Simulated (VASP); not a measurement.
Y3V:

```
CELL_PARAMETERS angstrom
0.00000 3.81222 3.81222
3.81222 0.00000 3.81222
3.81222 3.81222 0.00000
ATOMIC_POSITIONS crystal
Y 0.25000 0.25000 0.25000
Y 0.75000 0.75000 0.75000
Y 0.50000 0.50000 0.50000
V 0.00000 0.00000 0.00000
```

Base run:

| Quantity | Value |
| --- | --- |
| Program | VASP 6.6.1 |
| Functional | r2SCAN |
| Potentials or basis | VASP PAW PBE potentials, release 64 (Y_sv, V_sv) |
| Cutoff | 520 eV |
| k mesh | 10 × 10 × 10 |
| Occupations | gaussian, width 0.1 eV |
| Spin | no spin polarisation |

Its results: band gap on the k mesh zero (bands 23 and 24 overlap by 0.35 eV); pressure -1.8 GPa.

The run is repeated on the same cell with these changes: functional from r2SCAN to PBE; further incar settings from ALGO = Normal; EDIFF = 1e-07; NBANDS = 31 to ALGO = Fast; EDIFF = 1e-07; NBANDS = 31. What comes out?

Band gap on the k mesh zero (bands 23 and 24 overlap by 0.32 eV); pressure -2.4 GPa.

Caveats: the PAW data sets were made with another functional, which shifts forces and pressure a little (at least some runs).
